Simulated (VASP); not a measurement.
# IrRh4 (I4/m) in VASP: notebook

IrRh4 is run at these levels: PBE; tasks: single point.

All numbers are computed with VASP 6.6.1; they aren't measurements. Logs are shortened: lines on timing, memory, paths and dates and some standing lists are left out, and cuts for length are marked.

### 1 The cell of the first run

The structure is tetragonal, space group I4/m (No. 87). The conventional cell has a = 6.067 Å, b = 6.067 Å, c = 3.835 Å, α = 90.00°, β = 90.00°, γ = 90.00°. Within 3.6 Å of Ir (site symmetry 4/m) lie 12 Rh at 2.71 Å. Rh (site symmetry m) has 9 Rh at 2.70 to 2.73 Å and 3 Ir at 2.71 Å within 3.6 Å.

### 2 Single point, PBE

INCAR

```
SYSTEM = IrRh4
PREC = Accurate
ENCUT = 520
EDIFF = 1E-7
ISMEAR = 0
SIGMA = 0.1
LREAL = .FALSE.
LASPH = .TRUE.
NELM = 80
ALGO = Fast
ISIF = 2
LWAVE = .FALSE.
LCHARG = .FALSE.
GGA = PE
NBANDS = 42
```

KPOINTS

```
Automatic mesh
0
G
  6 6 6
  0 0 0
```

POSCAR

```
IrRh4
1.0
   -3.0336387000      3.0336387000      1.9174808000
    3.0336387000     -3.0336387000      1.9174808000
    3.0336387000      3.0336387000     -1.9174808000
Ir Rh
1 4
Direct
    0.0000000000      0.0000000000      0.0000000000
    0.7993180000      0.6013260000      0.4006440000
    0.2006820000      0.3986740000      0.5993560000
    0.3986740000      0.7993180000      0.1979920000
    0.6013260000      0.2006820000      0.8020080000
```

Potentials or basis: VASP PAW PBE potentials, release 64 (Ir, Rh_pv).

Command:

```bash
$ cat potpaw_PBE.64/Ir/POTCAR potpaw_PBE.64/Rh_pv/POTCAR > POTCAR
$ mpirun -np 1 vasp_std > vasp.out
```

OUTCAR:

```text
SYSTEM = IrRh4
   PREC = Accurate
   ENCUT = 520
   EDIFF = 1E-7
   ISMEAR = 0
   LREAL = .FALSE.
   LASPH = .TRUE.
   NELM = 80
   ISIF = 2
   GGA = PE

 ion  position               nearest neighbor table
   1  0.000  0.000  0.000-   3 2.71   4 2.71   5 2.71   2 2.71   2 2.71   4 2.71   5 2.71   3 2.71
                             3 2.71   5 2.71   4 2.71   2 2.71
   2  0.799  0.601  0.401-   3 2.70   3 2.70   1 2.71   5 2.71   4 2.71   1 2.71   1 2.71   4 2.72
                             5 2.72   5 2.72   4 2.72   3 2.73
   3  0.201  0.399  0.599-   2 2.70   2 2.70   1 2.71   4 2.71   5 2.71   1 2.71   1 2.71   5 2.72
                             4 2.72   4 2.72   5 2.72   2 2.73
   4  0.399  0.799  0.198-   5 2.70   5 2.70   1 2.71   3 2.71   2 2.71   1 2.71   1 2.71   2 2.72
                             3 2.72   3 2.72   2 2.72   5 2.73
   5  0.601  0.201  0.802-   4 2.70   4 2.70   1 2.71   3 2.71   2 2.71   1 2.71   1 2.71   3 2.72
                             2 2.72   2 2.72   3 2.72   4 2.73

  LATTYP: Found a body centered tetragonal cell.
 ALAT       =     6.0672774000
 C/A-ratio  =     0.6320728965

  Lattice vectors:

 A1 = (  -3.0336387000,   3.0336387000,   1.9174808000)
 A2 = (   3.0336387000,  -3.0336387000,   1.9174808000)
 A3 = (   3.0336387000,   3.0336387000,  -1.9174808000)

Analysis of symmetry for initial positions (statically):
=====================================================================
 Subroutine PRICEL returns:
 Original cell was already a primitive cell.

 Routine SETGRP: Setting up the symmetry group for a
 body centered tetragonal supercell.

 Subroutine GETGRP returns: Found  8 space group operations
 (whereof  8 operations were pure point group operations)
 out of a pool of 16 trial point group operations.

The static configuration has the point symmetry C_4h.

Analysis of symmetry for dynamics (positions and initial velocities):
=====================================================================
 Subroutine PRICEL returns:
 Original cell was already a primitive cell.

 Routine SETGRP: Setting up the symmetry group for a
 body centered tetragonal supercell.

 Subroutine GETGRP returns: Found  8 space group operations
 (whereof  8 operations were pure point group operations)
 out of a pool of 16 trial point group operations.

The dynamic configuration has the point symmetry C_4h.

 Subroutine INISYM returns: Found  8 space group operations
 (whereof  8 operations are pure point group operations),
 and found     1 'primitive' translations

----------------------------------------------------------------------------------------

                                     Primitive cell

  volume of cell :      70.5860

  direct lattice vectors                    reciprocal lattice vectors
    -3.033638700  3.033638700  1.917480800     0.000000000  0.164818572  0.260758804
     3.033638700 -3.033638700  1.917480800     0.164818572  0.000000000  0.260758804
     3.033638700  3.033638700 -1.917480800     0.164818572  0.164818572  0.000000000

  length of vectors
     4.699219099  4.699219099  4.699219099     0.308480657  0.308480657  0.233088661

  position of ions in fractional coordinates (direct lattice)
     0.000000000  0.000000000  0.000000000
     0.799318000  0.601326000  0.400644000
     0.200682000  0.398674000  0.599356000
     0.398674000  0.799318000  0.197992000
     0.601326000  0.200682000  0.802008000

  ion indices of the primitive-cell ions
   primitive index   ion index
                 1           1
                 2           2
                 3           3
                 4           4
                 5           5

----------------------------------------------------------------------------------------

 KPOINTS: Automatic mesh

Automatic generation of k-mesh.
 Grid dimensions read from file:
 generate k-points for:    6    6    6

 Generating k-lattice:

  Cartesian coordinates                     Fractional coordinates (reciprocal lattice)
     0.000000000  0.027469762  0.043459801     0.166666667  0.000000000  0.000000000
     0.027469762  0.000000000  0.043459801     0.000000000  0.166666667  0.000000000
     0.027469762  0.027469762  0.000000000     0.000000000  0.000000000  0.166666667

  Length of vectors
     0.051413443  0.051413443  0.038848110

  Shift w.r.t. Gamma in fractional coordinates (k-lattice)
     0.000000000  0.000000000  0.000000000

 Subroutine IBZKPT returns following result:
 ===========================================

 Found     36 irreducible k-points:

 Following reciprocal coordinates:
            Coordinates               Weight
  0.000000  0.000000  0.000000      1.000000
  0.166667  0.000000  0.000000      8.000000
  0.333333  0.000000 -0.000000      8.000000
  0.500000  0.000000 -0.000000      4.000000
  0.166667  0.166667 -0.000000      8.000000
  0.333333  0.166667 -0.000000      8.000000
[... 16 lines left out ...]
 -0.333333  0.333333 -0.166667      4.000000
 -0.166667  0.333333  0.166667      8.000000
 [... further k-points ...]
   k-points           NKPTS =     36   k-points in BZ     NKDIM =     36   number of bands    NBANDS=     42
   number of dos      NEDOS =    301   number of ions     NIONS =      5
   total plane-waves  NPLWV =  46656
   dimension x,y,z NGX =    36 NGY =   36 NGZ =   36
   dimension x,y,z NGXF=    72 NGYF=   72 NGZF=   72
   ions per type =               1   4
   NGX,Y,Z   is equivalent  to a cutoff of  12.74, 12.74, 12.74 a.u.
   NGXF,Y,Z  is equivalent  to a cutoff of  25.47, 25.47, 25.47 a.u.
 SYSTEM =  IrRh4
   PREC   = accura    normal or accurate (medium, high low for compatibility)
   ISTART =      0    job   : 0-new  1-cont  2-samecut
   ICHARG =      2    charge: 1-file 2-atom 10-const
   ISPIN  =      1    spin polarized calculation?
   LNONCOLLINEAR =      F non collinear calculations
   LSORBIT =      F    spin-orbit coupling
   LASPH  =      T    aspherical Exc in radial PAW
   ENCUT  =  520.0 eV  38.22 Ry    6.18 a.u.   8.74  8.74  8.74*2*pi/ulx,y,z
   NELM   =     80;   NELMIN=  2; NELMDL= -5     # of ELM steps
   EDIFF  = 0.1E-06   stopping-criterion for ELM
   LREAL  =      F    real-space projection
   EDIFFG = 0.1E-05   stopping-criterion for IOM
   NSW    =      0    number of steps for IOM
   IBRION =     -1    ionic relax: 0-MD 1-quasi-New 2-CG
   NFREE  =      0    steps in history (QN), initial steepest desc. (CG)
   ISIF   =      2    stress and relaxation
   ISYM   =      2    0-nonsym 1-usesym 2-fastsym
   POTIM  = 0.5000    time-step for ionic-motion
   TEBEG  =    0.0;   TEEND  =   0.0 temperature during run
   PSTRESS=    0.0 pullay stress
   NELECT =      69.0000    total number of electrons
   NUPDOWN=      -1.0000    fix difference up-down
   EMIN   =  10.00;   EMAX   =-10.00  energy-range for DOS
   EFERMI =   0.00;   METHOD = LEGACY
   ISMEAR =     0;   SIGMA  =   0.10  broadening in eV -4-tet -1-fermi 0-gaus
   EFERMI_NEDOS =   21; number of points for ismear=-14 and -15
   IALGO  =     68    algorithm
   IMIX   =      4    mixing-type and parameters
     AMIX     =   0.40;   BMIX     =  1.00
     AMIX_MAG =   1.60;   BMIX_MAG =  1.00
  volume/ion in A,a.u.               =      14.12        95.27
  Fermi-wavevector in a.u.,A,eV,Ry     =   1.624744  3.070321 35.916567  2.639793
  Thomas-Fermi vector in A             =   2.717981
   LORBIT       =      0    0 simple, 1 ext, 2 COOP (PROOUT), +10 PAW based schemes
   GGA     = PE    functional components
   LHFCALC =     F    Hartree Fock is set to
   AEXX    =    0.0000 exact exchange contribution
   IVDW    =     0    specifies the selected vdW correction
   LEPSILON=     F    determine dielectric tensor
   LRPA    =     F    only Hartree local field effects (RPA)
 non-spin polarized calculation
 RMM-DIIS sequential band-by-band and
 Gauss-broadening in eV      SIGMA  =   0.10
  energy-cutoff  :      520.00
  volume of cell :       70.59
 maximum number of plane-waves:      1928
   NGX = 17   NGY = 17   NGZ = 17

 number of electron      69.0000002 magnetization

 Free energy of the ion-electron system (eV)
  ---------------------------------------------------
  ext. energy  EPLUGINS =         0.00000000
  ---------------------------------------------------
  free energy    TOTEN  =       -37.98595571 eV

  energy without entropy =      -37.95418962  energy(sigma->0) =      -37.97007266

 E-fermi :  11.1982     XC(G=0): -13.8945

 val. band max:       11.1812944997   @ k =  -0.3333  -0.3333   0.1667
 cond. band min:      11.2142152437   @ k =   0.5000   0.5000   0.1667
 fundamental gap:      0.0329207440
 Fermi energy:        11.1982015024

 k-point     1 :       0.0000    0.0000    0.0000
  band No.  band energies     occupation
      1     -35.7055      2.00000
      2     -35.6867      2.00000
      3     -35.5816      2.00000
      4     -35.5816      2.00000
      5     -35.5635      2.00000
      6     -35.5635      2.00000
[... 34 lines left out ...]
     41      16.6072      0.00000
     42      17.4297      0.00000

 k-point     2 :       0.1667    0.0000    0.0000
  band No.  band energies     occupation
      1     -35.7267      2.00000
      2     -35.6916      2.00000
      3     -35.6442      2.00000
      4     -35.6206      2.00000
      5     -35.5598      2.00000
      6     -35.4868      2.00000
[... 34 lines left out ...]
     41      18.1181      0.00000
     42      18.4878      0.00000

 k-point     3 :       0.3333    0.0000   -0.0000
  band No.  band energies     occupation
      1     -35.7620      2.00000
      2     -35.7077      2.00000
      3     -35.6706      2.00000
      4     -35.5923      2.00000
      5     -35.5687      2.00000
      6     -35.4403      2.00000
[... 34 lines left out ...]
     41      15.4782      0.00000
     42      17.4315      0.00000

 k-point     4 :       0.5000    0.0000   -0.0000
  band No.  band energies     occupation
      1     -35.7782      2.00000
      2     -35.7165      2.00000
      3     -35.6453      2.00000
      4     -35.5740      2.00000
      5     -35.5520      2.00000
      6     -35.5403      2.00000
[... 844 lines left out ...]
     41      17.7924      0.00000
     42      18.5133      0.00000

 k-point    23 :      -0.3333    0.3333   -0.1667
  band No.  band energies     occupation
      1     -35.7252      2.00000
      2     -35.6842      2.00000
      3     -35.6341      2.00000
      4     -35.5932      2.00000
      5     -35.5282      2.00000
      6     -35.5031      2.00000
[... 34 lines left out ...]
     41      16.0955      0.00000
     42      18.2425      0.00000

 k-point    24 :      -0.1667    0.3333    0.1667
  band No.  band energies     occupation
      1     -35.7303      2.00000
      2     -35.6750      2.00000
      3     -35.6517      2.00000
      4     -35.6350      2.00000
      5     -35.5268      2.00000
      6     -35.4663      2.00000
[... 34 lines left out ...]
     41      16.3619      0.00000
     42      17.7739      0.00000

 [... further k-points ...]

------------------------ aborting loop because EDIFF is reached ----------------------------------------

  FORCE on cell =-STRESS in cart. coord.  units (eV):
  Direction    XX          YY          ZZ          XY          YZ          ZX
  --------------------------------------------------------------------------------------
  -------------------------------------------------------------------------------------
  Total        0.0567568      0.0567568      0.0586188      0.0000000      0.0000000      0.0000000
  in kB        1.2882788      1.2882788      1.3305416      0.0000003      0.0000000      0.0000000
  external PRESSURE =       1.3023664 kB  Pullay stress =       0.0000000 kB

 VOLUME and BASIS-vectors are now :
 -----------------------------------------------------------------------------
  energy-cutoff  :      520.00
  volume of cell :       70.59
      direct lattice vectors                 reciprocal lattice vectors
    -3.033638700  3.033638700  1.917480800     0.000000000  0.164818572  0.260758804
     3.033638700 -3.033638700  1.917480800     0.164818572  0.000000000  0.260758804
     3.033638700  3.033638700 -1.917480800     0.164818572  0.164818572  0.000000000

 POSITION                                       TOTAL-FORCE (eV/Angst)
 -----------------------------------------------------------------------------------
      0.00000      0.00000      0.00000        -0.000000      0.000000      0.000000
      0.61477      1.81605      1.91748        -0.000160     -0.004771      0.000000
      2.41887      1.21759      0.00000         0.000160      0.004771     -0.000000
      1.81605     -0.61477      1.91748        -0.004771      0.000160     -0.000000
      1.21759      3.64841      0.00000         0.004771     -0.000160      0.000000
 -----------------------------------------------------------------------------------
    total drift:                                0.000000      0.000000     -0.000000

  FREE ENERGIE OF THE ION-ELECTRON SYSTEM (eV)
  ---------------------------------------------------
  free  energy   TOTEN  =       -37.9859557118 eV

  energy  without entropy=      -37.9541896170  energy(sigma->0) =      -37.97007266
```

Wall time 2.3 min (1 thread of Intel Xeon Platinum 8259CL at 2.50GHz (Skylake/Cascade Lake), shared host); peak memory 0.26 GiB.

What came out:

* Free energy: -37.9860 eV
* Pressure: 0.1 GPa
* Largest force: 0.005 eV/Å
* Band gap on the k mesh: zero (an odd number of electrons rules out a gap without spin polarisation)

Forces on the atoms (eV/Å):
```
Ir   0.000  0.000  0.000
Rh   0.000 -0.005  0.000
Rh   0.000  0.005  0.000
Rh  -0.005  0.000  0.000
Rh   0.005  0.000  0.000
```

Caveat: spin-orbit coupling is left out, which moves the levels of the heavy elements.

### 3 Single point, PBE, collinear spin, ferromagnetic start

INCAR

```
SYSTEM = IrRh4
PREC = Accurate
ENCUT = 520
EDIFF = 1E-6
ISMEAR = 0
SIGMA = 0.1
LREAL = .FALSE.
LASPH = .TRUE.
NELM = 150
ALGO = Normal
ISIF = 2
LWAVE = .FALSE.
LCHARG = .FALSE.
ISPIN = 2
MAGMOM = 1 1 1 1 1
LORBIT = 11
LMAXMIX = 4
GGA = PE
NBANDS = 46
```

KPOINTS is that of step 2.

POSCAR is that of step 2.

Potentials or basis: VASP PAW PBE potentials, release 64 (Ir, Rh_pv).

Command:

```bash
$ cat potpaw_PBE.64/Ir/POTCAR potpaw_PBE.64/Rh_pv/POTCAR > POTCAR
$ mpirun -np 1 vasp_std > vasp.out
```

Wall time 3.8 min (1 thread of Intel Xeon Platinum 8259CL at 2.50GHz (Skylake/Cascade Lake), shared host); peak memory 0.34 GiB.

The run converged. Its results:

```
Free energy                                           : -37.9860 eV
Pressure                                              : 0.1 GPa
Largest force                                         : 0.005 eV/Å
Net moment                                            : 0.00 μB per cell
Valence electrons inside the program's atomic spheres : Ir 8.22; Rh 13.76
```

Forces on the atoms (eV/Å):
```
Ir   0.000  0.000  0.000
Rh   0.000 -0.005  0.000
Rh   0.000  0.005  0.000
Rh  -0.005  0.000  0.000
Rh   0.005  0.000  0.000
```

Levels at points of the mesh, in eV from the Fermi level:
Spin up:
```csv
k point,band 32,band 33,band 34,band 35,band 36,band 37
"(0.00, 0.00, 0.00)",-1.00,-0.87,-0.81,0.23,0.33,0.55
"(0.50, 0.00, 0.00)",-0.91,-0.75,-0.11,0.15,0.48,0.62
"(0.50, 0.50, 0.00)",-1.06,-0.22,-0.07,0.30,0.57,0.60
"(0.50, 0.50, 0.50)",-0.73,-0.72,-0.54,0.61,0.98,0.98
```
Spin down:
| k point | band 30 | band 31 | band 32 | band 33 | band 34 | band 35 | band 36 | band 37 | band 38 | band 39 |
| --- | --- | --- | --- | --- | --- | --- | --- | --- | --- | --- |
| (0.00, 0.00, 0.00) | -1.01 | -1.01 | -1.00 | -0.87 | -0.81 | 0.24 | 0.33 | 0.55 | 0.55 | 5.19 |
| (0.50, 0.00, 0.00) | -1.61 | -1.58 | -0.91 | -0.75 | -0.11 | 0.15 | 0.48 | 0.62 | 0.64 | 0.99 |
| (0.50, 0.50, 0.00) | -1.57 | -1.18 | -1.06 | -0.22 | -0.07 | 0.30 | 0.58 | 0.60 | 1.06 | 1.06 |
| (0.50, 0.50, 0.50) | -0.75 | -0.73 | -0.73 | -0.72 | -0.54 | 0.61 | 0.98 | 0.98 | 1.06 | 1.06 |

Caveat: spin-orbit coupling is left out, which moves the levels of the heavy elements.

The gap in the log of VASP goes by the Fermi energy; the results here count the filled bands.